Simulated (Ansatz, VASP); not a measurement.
# Two plane-wave programs on AlSn4

```xyz
5
Lattice="5.3294 0.0000 0.0000 0.0000 5.3294 0.0000 0.0000 0.0000 5.3294" Properties=species:S:1:pos:R:3 pbc="T T T"
Al    2.6647    2.6647    2.6647
Sn    0.0000    2.6647    2.6647
Sn    2.6647    2.6647    0.0000
Sn    2.6647    0.0000    2.6647
Sn    0.0000    0.0000    0.0000
```

Change from the starting cell: species swapped into the Fe4N type (Pm-3m, No. 221).

Alike in both runs: functional PBE; k mesh 4 × 4 × 4; occupations gaussian, width 0.1 eV; no spin polarisation.

Ansatz relaxed the structure, and its values are those at the end. VASP's run is a single point on that final structure, the one shown.

|  | VASP | Ansatz |
| --- | --- | --- |
| version | VASP 6.6.1 | Ansatz 0.2.0 |
| potentials or method | VASP PAW PBE potentials, release 64 (Al, Sn_d), cutoff 520 eV | scalar-relativistic, plane waves, PAW |
| valence electrons in the cell | 59 | 59 |

```tsv
	VASP	Ansatz	Ansatz less VASP
gap on the k mesh at the Fermi level (eV)	none	none	-
pressure (GPa)	0.0	0.0	+0.06
```

A gap of «none» marks a metal or a gap that the smearing closes.
